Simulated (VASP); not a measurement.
# Li (Im-3m) in VASP: single point with LDA

Aim: the single point of Li with LDA.

Program: VASP 6.6.1. These are calculated values, not measurements. Logs are shortened: lines on timing, memory, paths and dates and some standing lists are left out, and cuts for length are marked.

## Step 1: The cell of the first run

The structure is cubic, space group Im-3m (No. 229). The conventional cell has a = 3.362 Å, b = 3.362 Å, c = 3.362 Å, α = 90.00°, β = 90.00°, γ = 90.00°. Li (site symmetry m-3m) has 14 Li at 2.91 to 3.36 Å within 3.8 Å.

## Step 2: Single point, LDA

Contents of INCAR:

```
ALGO     = Normal         # electronic algorithm
EDIFF    = 1E-6           # SCF threshold, eV
ENCUT    = 520            # plane-wave cutoff, eV
ISIF     = 2              # what is computed and relaxed
ISMEAR   = 1              # smearing method
LASPH    = T              # aspherical terms in the spheres
LCHARG   = F              # write CHGCAR
LREAL    = F              # projectors in reciprocal space
LWAVE    = F              # write WAVECAR
NBANDS   = 10             # bands
NELM     = 60             # most SCF steps
PREC     = Accurate       # precision mode
SIGMA    = 0.1            # smearing width, eV
```

Contents of KPOINTS:

```
k-points
0
Gamma
  20 20 20
```

Contents of POSCAR:

```
Li
1.0
    3.3622172865      0.0000000000      0.0000000000
    0.0000000000      3.3622172865      0.0000000000
    0.0000000000      0.0000000000      3.3622172865
Li
2
Direct
    0.0000000000      0.0000000000      0.0000000000
    0.5000000000      0.5000000000      0.5000000000
```

Potentials or basis: VASP PAW LDA potentials, release 64 (Li_sv).

Launch:

```console
cat potpaw_LDA.64/Li_sv/POTCAR > POTCAR
mpirun -np 1 vasp_std > vasp.out
```

OUTCAR:

```text
EDIFF = 1E-6
   ENCUT = 520
   ISIF = 2
   ISMEAR = 1
   LASPH = T
   LREAL = F
   NELM = 60
   PREC = Accurate

 ion  position               nearest neighbor table
   1  0.000  0.000  0.000-
   2  0.500  0.500  0.500-

  LATTYP: Found a simple cubic cell.
 ALAT       =     3.3622172865

  Lattice vectors:

 A1 = (   3.3622172865,   0.0000000000,   0.0000000000)
 A2 = (   0.0000000000,   3.3622172865,   0.0000000000)
 A3 = (   0.0000000000,   0.0000000000,   3.3622172865)

Analysis of symmetry for initial positions (statically):
=====================================================================
 Subroutine PRICEL returns following result:

  LATTYP: Found a body centered cubic cell.
 ALAT       =     3.3622172865

  Lattice vectors:

 A1 = (   1.6811086432,   1.6811086433,  -1.6811086432)
 A2 = (  -1.6811086432,   1.6811086432,   1.6811086432)
 A3 = (   1.6811086432,  -1.6811086432,   1.6811086433)

   2 primitive cells build up your supercell.

 Routine SETGRP: Setting up the symmetry group for a
 simple cubic supercell.

 Subroutine GETGRP returns: Found 48 space group operations
 (whereof 48 operations were pure point group operations)
 out of a pool of 48 trial point group operations.

The static configuration has the point symmetry O_h .

Analysis of symmetry for dynamics (positions and initial velocities):
=====================================================================
 Subroutine PRICEL returns following result:

  LATTYP: Found a body centered cubic cell.
 ALAT       =     3.3622172865

  Lattice vectors:

 A1 = (   1.6811086432,   1.6811086433,  -1.6811086432)
 A2 = (  -1.6811086432,   1.6811086432,   1.6811086432)
 A3 = (   1.6811086432,  -1.6811086432,   1.6811086433)

   2 primitive cells build up your supercell.

 Routine SETGRP: Setting up the symmetry group for a
 simple cubic supercell.

 Subroutine GETGRP returns: Found 48 space group operations
 (whereof 48 operations were pure point group operations)
 out of a pool of 48 trial point group operations.

The dynamic configuration has the point symmetry O_h .

 Subroutine INISYM returns: Found 48 space group operations
 (whereof 48 operations are pure point group operations),
 and found     2 'primitive' translations

----------------------------------------------------------------------------------------

                                     Primitive cell

  volume of cell :      19.0041

  direct lattice vectors                    reciprocal lattice vectors
     1.681108643  1.681108643 -1.681108643     0.297422776  0.297422776  0.000000000
    -1.681108643  1.681108643  1.681108643    -0.000000000  0.297422776  0.297422776
     1.681108643 -1.681108643  1.681108643     0.297422776  0.000000000  0.297422776

  length of vectors
     2.911765583  2.911765583  2.911765583     0.420619324  0.420619324  0.420619324

  position of ions in fractional coordinates (direct lattice)
     0.000000000  0.000000000  0.000000000

  ion indices of the primitive-cell ions
   primitive index   ion index
                 1           1

----------------------------------------------------------------------------------------

 KPOINTS: k-points

Automatic generation of k-mesh.
 Grid dimensions read from file:
 generate k-points for:   20   20   20

 Generating k-lattice:

  Cartesian coordinates                     Fractional coordinates (reciprocal lattice)
     0.014871139  0.000000000  0.000000000     0.050000000  0.000000000  0.000000000
     0.000000000  0.014871139  0.000000000     0.000000000  0.050000000  0.000000000
     0.000000000  0.000000000  0.014871139     0.000000000  0.000000000  0.050000000

  Length of vectors
     0.014871139  0.014871139  0.014871139

  Shift w.r.t. Gamma in fractional coordinates (k-lattice)
     0.000000000  0.000000000  0.000000000

 Subroutine IBZKPT returns following result:
 ===========================================

 Found    286 irreducible k-points:

 Following reciprocal coordinates:
            Coordinates               Weight
  0.000000  0.000000  0.000000      1.000000
  0.050000  0.000000  0.000000      6.000000
  0.100000  0.000000  0.000000      6.000000
  0.150000  0.000000  0.000000      6.000000
  0.200000  0.000000  0.000000      6.000000
  0.250000  0.000000  0.000000      6.000000
[... 16 lines left out ...]
  0.150000  0.100000  0.000000     24.000000
  0.200000  0.100000  0.000000     24.000000
 [... further k-points ...]
   k-points           NKPTS =    286   k-points in BZ     NKDIM =    286   number of bands    NBANDS=     10
   number of dos      NEDOS =    301   number of ions     NIONS =      2
   total plane-waves  NPLWV =  21952
   dimension x,y,z NGX =    28 NGY =   28 NGZ =   28
   dimension x,y,z NGXF=    56 NGYF=   56 NGZF=   56
   ions per type =               2
   NGX,Y,Z   is equivalent  to a cutoff of  13.84, 13.84, 13.84 a.u.
   NGXF,Y,Z  is equivalent  to a cutoff of  27.69, 27.69, 27.69 a.u.
 SYSTEM =  unknown system
   PREC   = accura    normal or accurate (medium, high low for compatibility)
   ISTART =      0    job   : 0-new  1-cont  2-samecut
   ICHARG =      2    charge: 1-file 2-atom 10-const
   ISPIN  =      1    spin polarized calculation?
   LNONCOLLINEAR =      F non collinear calculations
   LSORBIT =      F    spin-orbit coupling
   LASPH  =      T    aspherical Exc in radial PAW
   ENCUT  =  520.0 eV  38.22 Ry    6.18 a.u.   6.25  6.25  6.25*2*pi/ulx,y,z
   NELM   =     60;   NELMIN=  2; NELMDL= -5     # of ELM steps
   EDIFF  = 0.1E-05   stopping-criterion for ELM
   LREAL  =      F    real-space projection
   EDIFFG = 0.1E-04   stopping-criterion for IOM
   NSW    =      0    number of steps for IOM
   IBRION =     -1    ionic relax: 0-MD 1-quasi-New 2-CG
   NFREE  =      0    steps in history (QN), initial steepest desc. (CG)
   ISIF   =      2    stress and relaxation
   ISYM   =      2    0-nonsym 1-usesym 2-fastsym
   POTIM  = 0.5000    time-step for ionic-motion
   TEBEG  =    0.0;   TEEND  =   0.0 temperature during run
   PSTRESS=    0.0 pullay stress
   NELECT =       6.0000    total number of electrons
   NUPDOWN=      -1.0000    fix difference up-down
   EMIN   =  10.00;   EMAX   =-10.00  energy-range for DOS
   EFERMI =   0.00;   METHOD = LEGACY
   ISMEAR =     1;   SIGMA  =   0.10  broadening in eV -4-tet -1-fermi 0-gaus
   EFERMI_NEDOS =   21; number of points for ismear=-14 and -15
   IALGO  =     38    algorithm
   IMIX   =      4    mixing-type and parameters
     AMIX     =   0.40;   BMIX     =  1.00
     AMIX_MAG =   1.60;   BMIX_MAG =  1.00
  volume/ion in A,a.u.               =      19.00       128.25
  Fermi-wavevector in a.u.,A,eV,Ry     =   0.884775  1.671982 10.651003  0.782827
  Thomas-Fermi vector in A             =   2.005720
   LORBIT       =      0    0 simple, 1 ext, 2 COOP (PROOUT), +10 PAW based schemes
   GGA     = CA    functional components
   LHFCALC =     F    Hartree Fock is set to
   AEXX    =    0.0000 exact exchange contribution
   IVDW    =     0    specifies the selected vdW correction
   LEPSILON=     F    determine dielectric tensor
   LRPA    =     F    only Hartree local field effects (RPA)
 non-spin polarized calculation
 Methfessel and Paxton  Order N= 1 SIGMA  =   0.10
  energy-cutoff  :      520.00
  volume of cell :       38.01
 maximum number of plane-waves:      1064
 NGX is ok and might be reduce to    28
   NGX = 13   NGY = 13   NGZ = 13

 number of electron       5.9999978 magnetization

 Free energy of the ion-electron system (eV)
  ---------------------------------------------------
  ext. energy  EPLUGINS =         0.00000000
  ---------------------------------------------------
  free energy    TOTEN  =        -4.08819491 eV

  energy without entropy =       -4.08773833  energy(sigma->0) =       -4.08804272

 E-fermi :   0.8173     XC(G=0):  -7.3087

 val. band max:        0.7971020290   @ k =   0.4000   0.0500   0.0500
 cond. band min:       0.8175554419   @ k =   0.4000   0.4000   0.2500
 fundamental gap:      0.0204534129
 Fermi energy:         0.8172859941

 k-point     1 :       0.0000    0.0000    0.0000
  band No.  band energies     occupation
      1     -44.7371      2.00000
      2     -44.6904      2.00000
      3      -2.7861      2.00000
      4       6.4520      0.00000
      5       6.4520      0.00000
      6       6.4520      0.00000
      7       8.9282      0.00000
      8       8.9282      0.00000
      9      15.6976      0.00000
     10      15.8063      0.00000

 k-point     2 :       0.0500    0.0000    0.0000
  band No.  band energies     occupation
      1     -44.7368      2.00000
      2     -44.6906      2.00000
      3      -2.7623      2.00000
      4       6.0690      0.00000
      5       6.4838      0.00000
      6       6.4838      0.00000
      7       8.9614      0.00000
      8       9.3611      0.00000
      9      15.2511      0.00000
     10      15.6717      0.00000

 k-point     3 :       0.1000    0.0000    0.0000
  band No.  band energies     occupation
      1     -44.7358      2.00000
      2     -44.6913      2.00000
      3      -2.6911      2.00000
      4       5.2968      0.00000
      5       6.5793      0.00000
      6       6.5793      0.00000
      7       9.0611      0.00000
      8      10.2763      0.00000
      9      15.2824      0.00000
     10      15.2837      0.00000

 k-point     4 :       0.1500    0.0000    0.0000
  band No.  band energies     occupation
      1     -44.7341      2.00000
      2     -44.6924      2.00000
      3      -2.5720      2.00000
      4       4.4512      0.00000
      5       6.7383      0.00000
      6       6.7383      0.00000
      7       9.2273      0.00000
      8      11.3326      0.00000
      9      14.6954      0.00000
     10      14.6960      0.00000

 k-point     5 :       0.2000    0.0000    0.0000
  band No.  band energies     occupation
      1     -44.7318      2.00000
      2     -44.6941      2.00000
      3      -2.4047      2.00000
      4       3.6191      0.00000
      5       6.9606      0.00000
      6       6.9606      0.00000
      7       9.4599      0.00000
      8      12.3730      0.00000
      9      13.9815      0.00000
     10      13.9815      0.00000

 k-point     6 :       0.2500    0.0000    0.0000
  band No.  band energies     occupation
      1     -44.7291      2.00000
      2     -44.6962      2.00000
      3      -2.1889      2.00000
      4       2.8265      0.00000
      5       7.2458      0.00000
      6       7.2458      0.00000
      7       9.7590      0.00000
      8      13.2092      0.00000
      9      13.2092      0.00000
     10      13.2113      0.00000
[... 183 lines left out ...]
 k-point    21 :       0.5000    0.0500    0.0000
  band No.  band energies     occupation
      1     -44.7114      2.00000
      2     -44.7114      2.00000
      3      -0.3278      2.00000
      4      -0.3278      2.00000
      5       9.2812      0.00000
      6       9.2812      0.00000
      7       9.6174      0.00000
      8       9.6174      0.00000
      9      12.5553      0.00000
     10      12.5553      0.00000

 k-point    22 :       0.1000    0.1000    0.0000
  band No.  band energies     occupation
      1     -44.7345      2.00000
      2     -44.6922      2.00000
      3      -2.5961      2.00000
      4       5.0363      0.00000
      5       5.8918      0.00000
      6       6.7064      0.00000
      7       9.8768      0.00000
      8      10.8668      0.00000
      9      14.5351      0.00000
     10      14.9573      0.00000

 k-point    23 :       0.1500    0.1000    0.0000
  band No.  band energies     occupation
      1     -44.7328      2.00000
      2     -44.6933      2.00000
      3      -2.4772      2.00000
      4       4.3965      0.00000
      5       5.8716      0.00000
      6       6.8650      0.00000
      7      10.1907      0.00000
      8      11.7560      0.00000
      9      13.8420      0.00000
     10      14.5221      0.00000

 k-point    24 :       0.2000    0.1000    0.0000
  band No.  band energies     occupation
      1     -44.7307      2.00000
      2     -44.6948      2.00000
      3      -2.3102      2.00000
      4       3.6304      0.00000
      5       6.0436      0.00000
      6       7.0868      0.00000
      7      10.4653      0.00000
      8      12.7453      0.00000
      9      13.0637      0.00000
     10      13.9243      0.00000

 [... further k-points ...]

------------------------ aborting loop because EDIFF is reached ----------------------------------------

  FORCE on cell =-STRESS in cart. coord.  units (eV):
  Direction    XX          YY          ZZ          XY          YZ          ZX
  --------------------------------------------------------------------------------------
  -------------------------------------------------------------------------------------
  Total       -0.0268512     -0.0268512     -0.0268512      0.0000000     -0.0000000      0.0000000
  in kB       -1.1318701     -1.1318701     -1.1318701      0.0000000     -0.0000000      0.0000000
  external PRESSURE =      -1.1318701 kB  Pullay stress =       0.0000000 kB

 VOLUME and BASIS-vectors are now :
 -----------------------------------------------------------------------------
  energy-cutoff  :      520.00
  volume of cell :       38.01
      direct lattice vectors                 reciprocal lattice vectors
     3.362217286  0.000000000  0.000000000     0.297422776  0.000000000  0.000000000
     0.000000000  3.362217286  0.000000000     0.000000000  0.297422776  0.000000000
     0.000000000  0.000000000  3.362217286     0.000000000  0.000000000  0.297422776

 POSITION                                       TOTAL-FORCE (eV/Angst)
 -----------------------------------------------------------------------------------
      0.00000      0.00000      0.00000        -0.000000      0.000000      0.000000
      1.68111      1.68111      1.68111         0.000000      0.000000      0.000000
 -----------------------------------------------------------------------------------
    total drift:                                0.000000      0.000000      0.000000

  FREE ENERGIE OF THE ION-ELECTRON SYSTEM (eV)
  ---------------------------------------------------
  free  energy   TOTEN  =        -4.0881949111 eV

  energy  without entropy=       -4.0877383266  energy(sigma->0) =       -4.08804272
```

Wall time 60 s (1 thread of Intel Xeon 8259CL, shared host); peak memory 0.19 GiB.

Results:

```
Free energy            : -4.0882 eV
Band gap on the k mesh : zero (bands 3 and 4 overlap by 4.62 eV)
```

Caveat: the cutoff is under 1.25 times the usual one of these potentials, so pressure, stress and relaxed cells hold a basis-set (Pulay) error.
